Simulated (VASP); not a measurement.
Runs of VASP 6.6.1 on Bi. The structure is that of space group Im-3m (No. 229), or close to it. The cells are those of the table. 

| cell | gap on the mesh (eV) | pressure (GPa) |
| --- | --- | --- |
| a = 3.338 Å, angles 109.5°, 1 atom | none | 1.3 |
| a = 3.521 Å, angles 109.5°, 1 atom | none | (b) |
| a = 3.386 Å, angles 109.5°, 1 atom | none | (a) |
| a = 3.477 Å, angles 109.5°, 1 atom | none | -5.2 |
| a = 3.432 Å, angles 109.5°, 1 atom | none | -3.5 |

Alike in all rows: task single point; level LDA; potentials or basis VASP PAW LDA potentials, release 64 (Bi_d); no spin polarisation; k mesh 12 × 12 × 12; cutoff (eV) 520; smearing methfessel-paxton 0.1 eV.

**Question.** Fill in the values left out.

**Answer.** (a) -1.3; (b) -6.4.

Caveats: spin-orbit coupling is left out, which moves the levels of the heavy elements.

A k mesh can miss the band edges, and the runs leave out spin-orbit coupling on Bi.

A gap of «none» marks levels without a gap at the run's occupations.
